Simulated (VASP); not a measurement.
A run of VASP 6.6.1:

POSCAR

```
CdS
1.0
    4.1245340209      0.0000000000      0.0000000000
   -2.0622670104      3.5719512409      0.0000000000
    0.0000000000      0.0000000000      6.7092066446
Cd S
2 2
Direct
    0.3333333333      0.6666666667     -0.0615000000
    0.6666666667      0.3333333333      0.4385000000
    0.3333333333      0.6666666667      0.4385000000
    0.6666666667      0.3333333333      0.9385000000
```

The input INCAR.step1:

```
ALGO = Normal ; EDIFF = 1E-4
ENCUT = 520 ; GGA = PE
ISMEAR = 0 ; LASPH = True
LCHARG = False ; LREAL = False
LWAVE = True ; NBANDS = 26
NELM = 60 ; PREC = Accurate
SIGMA = 0.01
```

INCAR.step2

```
ALGO = Normal ; EDIFF = 1E-7
ENCUT = 520 ; ISIF = 2
ISMEAR = 0 ; ISTART = 1
LASPH = True ; LCHARG = False
LMIXTAU = True ; LREAL = False
LWAVE = False ; METAGGA = R2SCAN
NBANDS = 26 ; NELM = 60
PREC = Accurate ; SIGMA = 0.01
```

File KPOINTS:

```
k-points
0
Gamma
  9 9 4
```

Potentials or basis: VASP PAW PBE potentials, release 64 (Cd, S).

Run with:

```bash
$ cat potpaw_PBE.64/Cd/POTCAR potpaw_PBE.64/S/POTCAR > POTCAR
$ cp INCAR.step1 INCAR
$ mpirun -np 1 vasp_std > vasp.out
$ cp INCAR.step2 INCAR
$ mpirun -np 1 vasp_std > vasp.out
```

Hardware: 1 thread of Intel(R) Xeon(R) Platinum 8259CL CPU @ 2.50GHz (Skylake/Cascade Lake), with other jobs on the host.

Problem. How long does it take, and how much memory?

Solution. Run time: 3.5 min on 1 thread of Intel(R) Xeon(R) Platinum 8259CL CPU @ 2.50GHz (Skylake/Cascade Lake) (shared host), peak memory 0.27 GiB. Counts: k points 36.
